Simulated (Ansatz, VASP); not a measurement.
# Te in VASP and in Ansatz

```xyz
4
Lattice="-2.3871 2.3843 -0.0058 0.0094 0.0208 -6.1842 -4.5141 -4.5047 0.0201" Properties=species:S:1:pos:R:3 pbc="T T T"
Te   -4.5728   -2.1700   -4.6264
Te   -4.5761   -2.1818   -1.5338
Te   -2.3155    0.0820   -4.6360
Te   -2.3192    0.0706   -1.5436
```

Change from the starting cell: cell x4, atoms moved at random (sigma 0.05 Å) and cell strained at random (1.5 %), then relaxed without symmetry.

Alike in both runs: functional PBE; k mesh 6 × 4 × 4; occupations gaussian, width 0.2 eV; no spin polarisation.

Ansatz relaxed the structure, and its values are those at the end. VASP's run is a single point on that final structure, the one shown.

|  | VASP | Ansatz |
| --- | --- | --- |
| version | VASP 6.6.1 | Ansatz 0.2.0 |
| potentials or method | VASP PAW PBE potentials, release 64 (Te), cutoff 520 eV | scalar-relativistic, plane waves, PAW |
| valence electrons in the cell | 24 | 64 |

|  | VASP | Ansatz | Ansatz less VASP |
| --- | --- | --- | --- |
| gap on the k mesh at the Fermi level (eV) | none | none | - |
| pressure (GPa) | -0.1 | 0.0 | +0.04 |

A gap of «none» marks a metal or a gap that the smearing closes. The functional is the same, so the differences come from potentials, cutoffs and numerics. VASP's potentials hold 24 valence electrons a cell and Ansatz's 64, so a difference there can come from the potentials and not from the codes.

Spin-orbit coupling is off throughout.
